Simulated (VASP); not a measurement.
Os:

```xyz
2
Lattice="2.7394 0.0000 0.0000 -1.3697 2.3724 0.0000 0.0000 0.0000 4.3138" Properties=species:S:1:pos:R:3 pbc="T T T"
Os    0.0000    1.5816    1.0785
Os    1.3697    0.7908    3.2354
```

Base run:

| Quantity | Value |
| --- | --- |
| Program | VASP 6.6.1 |
| Functional | r2SCAN |
| Potentials or basis | VASP PAW PBE potentials, release 64 (Os) |
| Cutoff | 520 eV |
| k mesh | 13 × 13 × 7 |
| Occupations | gaussian, width 1 eV |
| Spin | no spin polarisation |

Its results: band gap on the k mesh zero (band 8 reaches 11.38 eV, above the bottom of band 9 at 7.41 eV); pressure 3.8 GPa.

The run is repeated on the same cell with these changes: occupations from gaussian, width 1 eV to methfessel-paxton, width 0.2 eV. What comes out?

Band gap on the k mesh zero (band 8 reaches 11.36 eV, above the bottom of band 9 at 7.39 eV); pressure 0.8 GPa.

Caveats: the PAW data sets were made with another functional, which shifts forces and pressure a little; spin-orbit coupling is left out, which moves the levels of the heavy elements.
